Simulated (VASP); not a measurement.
Crystal: BP.

```xyz
2
Lattice="0.0000 2.2538 2.2538 2.2538 0.0000 2.2538 2.2538 2.2538 0.0000" Properties=species:S:1:pos:R:3 pbc="T T T"
P     3.3807    3.3807    3.3807
B     0.0000    0.0000    0.0000
```

Base run:

| Property | Result |
| --- | --- |
| Program | VASP 6.6.1 |
| Functional | BLYP |
| Dispersion | D3(BJ) |
| Potentials or basis | VASP PAW PBE potentials, release 64 (P, B) |
| Cutoff | 520 eV |
| k mesh | 10 × 10 × 10 |
| Occupations | fermi-dirac, width 0.05 eV |
| Spin | no spin polarisation |

Its results: band gap on the k mesh 1.51 eV, indirect (least direct gap 3.61 eV); pressure -0.4 GPa.

Task: The run is repeated on the same cell with these changes: functional from BLYP to r2SCAN. What comes out?

Result: Band gap on the k mesh 1.42 eV, indirect (least direct gap 3.67 eV); pressure 0.7 GPa.

Caveats: the PAW data sets were made with another functional, which shifts forces and pressure a little.

A k mesh can miss the band edges.
